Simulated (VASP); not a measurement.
Sb, 1 atom in the cell. The structure is cubic, space group Fm-3m (No. 225). The conventional cell has a = 5.016 Å, b = 5.016 Å, c = 5.016 Å, α = 90.00°, β = 90.00°, γ = 90.00°. Within 4.7 Å of Sb (site symmetry m-3m) lie 12 Sb at 3.55 Å.  This cell differs from its parent crystal: ratio of the length along [111] to the lengths across it x 2.0, volume and fractional coordinates fixed.

```yaml
Program: VASP 6.6.1
Task: single point
Functional: PBEsol
Potentials_or_basis: VASP PAW PBE potentials, release 64 (Sb)
Cutoff: 520 eV
k_mesh: 16 × 16 × 16
Occupations: gaussian, width 0.15 eV
Spin: no spin polarisation
Dipole_correction: no
Further_INCAR_settings: ALGO = Normal; EDIFF = 1e-06; NBANDS = 8
```

Potentials or basis: VASP PAW PBE potentials, release 64 (Sb).

Launch:

```bash
$ cat potpaw_PBE.64/Sb/POTCAR > POTCAR
$ mpirun -np 1 vasp_std > vasp.out
```

Hardware: 1 thread of AMD EPYC 9R45 96-Core Processor (Zen 5) (shared host).

**Question.** Estimate the wall time of this run.

**Answer.** It took 13 s on 1 thread of AMD EPYC 9R45 96-Core Processor (Zen 5), with other jobs on the host, peak memory 0.15 GiB. Counts: scf iterations 9, k points 145.
